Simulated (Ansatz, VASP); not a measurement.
**B3F2 in VASP and in Ansatz**

The input INCAR:

```
SYSTEM = B3F2
ALGO = Fast
EDIFF = 1E-6
ENCUT = 520
GGA = PE
ISIF = 2
ISMEAR = 0
ISPIN = 2
LASPH = .True.
LCHARG = .True.
LELF = .True.
LORBIT = 11
LREAL = .False.
LVHAR = .True.
LWAVE = .False.
MAGMOM = 0 0 0 1 1
NBANDS = 24
NELM = 150
PREC = Accurate
SIGMA = 0.1
```

The input KPOINTS:

```
k-points
0
Gamma
  6 6 4
  0 0 0
```

File POSCAR:

```
B3F2
1.0
    2.9026630400      0.0000000000      0.0000000000
    0.0000000000      2.9026630400      0.0000000000
    0.0000000000      0.0000000000      5.4075999200
B F
3 2
Direct
    0.5000000000      0.0000000000      0.7653443200
    0.0000000000      0.5000000000      0.7653443200
    0.0000000000      0.0000000000      0.6372717900
    0.5000000000      0.0000000000      0.1677663000
    0.0000000000      0.5000000000      0.1677663000
```

Input for Ansatz:

```yaml
crystal:
  lattice:
    - [2.90266304, 0.0, 0.0]
    - [0.0, 2.90266304, 0.0]
    - [0.0, 0.0, 5.40759992]
  atoms:
    - { symbol: B, position: [0.5, 0.0, 0.76534432] }
    - { symbol: B, position: [0.0, 0.5, 0.76534432] }
    - { symbol: B, position: [0.0, 0.0, 0.63727179] }
    - { symbol: F, position: [0.5, 0.0, 0.1677663], spin: 1.0 }
    - { symbol: F, position: [0.0, 0.5, 0.1677663], spin: 1.0 }
basis:
  ecutwfc: 420
kpoints:
  mp_grid: { grid: [6, 6, 4] }
hamiltonian:
  xc: pbe
scf:
  occupations: { method: gaussian, width: 0.1 }
  lower_state_search: "off"
output:
  forces: true
  stress: true
  eigenvalues: true
  populations: true
magnetization:
  spin_polarized: true
```

Alike in both runs: task single point; functional PBE; k mesh 6 × 6 × 4; occupations gaussian, width 0.1 eV; collinear spin.

```csv
,VASP,Ansatz
version,VASP 6.6.1,Ansatz 0.2.0
potentials or method,"VASP PAW PBE potentials, release 64 (B, F), cutoff 520 eV","scalar-relativistic, plane waves, PAW"
valence electrons in the cell,23,23
```

Ansatz gave:

```
gap on the k mesh at the Fermi level (eV)                     : none
pressure (GPa)                                                : 5.1
traceless stress, the component that is largest in VASP (GPa) : -22.47
rms of the force components (eV/Å)                            : 0.528
net moment per atom (μB)                                      : 0.23
size of the moment on the site where the two differ most (μB) : 0.58
```

Problem. What did VASP give for the same quantities?

Solution. gap on the k mesh at the Fermi level (eV): none; pressure (GPa): 4.8; traceless stress, the component that is largest in VASP (GPa): -22.42; rms of the force components (eV/Å): 0.524; net moment per atom (μB): 0.23; size of the moment on the site where the two differ most (μB): 0.56.

Site moments also hang on the region over which each program counts them. Atom by atom the forces differ by 0.005 eV/Å (rms over components). A gap of «none» marks a metal or a gap that the smearing closes. The functional is the same, so the differences come from potentials, cutoffs and numerics.

The k mesh is coarse, so the values compare programs but aren't converged.
